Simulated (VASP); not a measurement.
## MgH2: single point with PBE

MgH2:

```xyz
6
Lattice="4.5168 0.0000 0.0000 0.0000 4.5168 0.0000 0.0000 0.0000 3.0205" Properties=species:S:1:pos:R:3 pbc="T T T"
Mg    0.0000    0.0000    0.0000
Mg    2.2584    2.2584    1.5103
H     1.3821    1.3821    0.0000
H     0.8763    3.6405    1.5103
H     3.1347    3.1347    0.0000
H     3.6405    0.8763    1.5103
```

```json
{
  "Program": "VASP 6.6.1",
  "Task": "single point",
  "Functional": "PBE",
  "Potentials or basis": "VASP PAW PBE potentials, release 64 (Mg, H)",
  "Cutoff": "520 eV",
  "k mesh": "4 × 4 × 6",
  "Occupations": "gaussian, width 0.1 eV",
  "Spin": "no spin polarisation"
}
```

```yaml
Pressure: -0.4 GPa
Largest_force: 0.059 eV/Å
Band_gap_on_the_k_mesh: 3.90 eV, indirect (least direct gap 4.66 eV)
```

Forces on the atoms (eV/Å):
```
Mg   0.000  0.000  0.000
Mg   0.000  0.000  0.000
H   -0.041 -0.041  0.000
H    0.041 -0.041  0.000
H    0.041  0.041  0.000
H   -0.041  0.041  0.000
```

Stress tensor (GPa, compression positive):
```
-0.31  0.00  0.00
 0.00 -0.31  0.00
 0.00  0.00 -0.55
```

Levels at points of the mesh, in eV from the valence-band top:
```csv
k point,band 1,band 2,band 3,band 4,band 5,band 6,band 7,band 8,band 9
"(0.00, 0.00, 0.00)",-6.36,-1.38,-1.38,-0.44,4.80,5.14,9.17,9.17,10.97
"(0.50, 0.00, 0.00)",-4.76,-4.76,-0.45,-0.45,5.38,5.38,10.12,10.12,11.75
"(0.50, 0.50, 0.00)",-3.70,-3.70,-2.65,-2.65,9.09,9.09,9.17,9.17,13.24
"(0.00, 0.00, 0.50)",-2.97,-2.97,-0.02,-0.02,6.29,6.29,6.85,6.85,8.90
"(0.50, 0.00, 0.50)",-2.23,-2.23,-1.01,-1.01,5.19,5.19,6.87,6.87,8.72
"(0.50, 0.50, 0.50)",-1.85,-1.85,-0.87,-0.87,3.90,3.90,4.23,4.23,12.97
```

It took 9.4 s on 1 thread of Intel(R) Xeon(R) Platinum 8488C (Sapphire Rapids), with other jobs on the host, peak memory 0.18 GiB.

A k mesh can miss the band edges. As with any semilocal functional, this PBE gap is likely too small.
